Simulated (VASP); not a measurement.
**Rb: single point with LDA**

The system is Rb.

```
Rb
1.0
    -2.45480    2.45480    3.07170
     2.45480   -2.45480    3.07170
     2.45480    2.45480   -3.07170
Rb
1
Direct
  0.00000 0.00000 0.00000
```

```
Program             : VASP 6.6.1
Task                : single point
Functional          : LDA
Potentials or basis : VASP PAW LDA potentials, release 64 (Rb_sv)
Cutoff              : 520 eV
k mesh              : 14 × 14 × 14
Occupations         : gaussian, width 0.15 eV
Spin                : no spin polarisation
```

```json
{"Pressure": "0.2 GPa", "Band gap on the k mesh": "zero (an odd number of electrons rules out a gap without spin polarisation)"}
```

Levels at points of the mesh, in eV from the Fermi level:
```csv
k point,band 1,band 2,band 3,band 4,band 5,band 6,band 7,band 8,band 9,band 10
"(0.00, 0.00, 0.00)",-28.70,-12.77,-12.77,-12.77,-2.27,3.57,3.57,4.05,4.68,5.49
"(0.50, 0.00, 0.00)",-28.69,-12.97,-12.81,-12.78,0.05,0.90,3.08,3.87,5.91,6.26
"(0.50, 0.50, 0.00)",-28.69,-12.96,-12.84,-12.81,0.38,1.47,1.87,5.32,5.44,5.70
"(0.50, 0.50, 0.50)",-28.68,-12.95,-12.87,-12.87,0.73,1.47,2.39,4.69,4.69,5.86
```

Run time: 87 s on 1 thread of Intel(R) Xeon(R) Platinum 8488C (Sapphire Rapids) (shared host), peak memory 0.29 GiB.
